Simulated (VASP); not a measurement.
LaBi, 2 atoms in the cell. The structure is cubic, space group Fm-3m (No. 225). The conventional cell has a = 6.571 Å, b = 6.571 Å, c = 6.571 Å, α = 90.00°, β = 90.00°, γ = 90.00°. La (site symmetry m-3m) has 6 Bi at 3.29 Å within 4.3 Å. Within 4.3 Å of Bi (site symmetry m-3m) lie 6 La at 3.29 Å. 

```yaml
Program: VASP 6.6.1
Task: single point
Functional: r2SCAN
Potentials_or_basis: VASP PAW PBE potentials, release 64 (La, Bi_d)
Cutoff: 520 eV
k_mesh: 9 × 9 × 9
Occupations: fermi-dirac, width 0.1 eV
Spin: no spin polarisation
Dipole_correction: no
Further_INCAR_settings: ALGO = Normal; EDIFF = 1e-06; NBANDS = 20
```

Potentials or basis: VASP PAW PBE potentials, release 64 (La, Bi_d).

Run with:

```sh
$ cat potpaw_PBE.64/La/POTCAR potpaw_PBE.64/Bi_d/POTCAR > POTCAR
$ cp INCAR.step1 INCAR
$ mpirun -np 1 vasp_std > vasp.out
$ cp INCAR.step2 INCAR
$ mpirun -np 1 vasp_std > vasp.out
```

Hardware: 1 thread of Intel Xeon 6975P-C (shared host).

Task: Estimate the wall time of this run.

Result: Wall time 3 min on 1 thread of Intel Xeon 6975P-C (shared host), peak memory 0.26 GiB. Counts: k points 35.
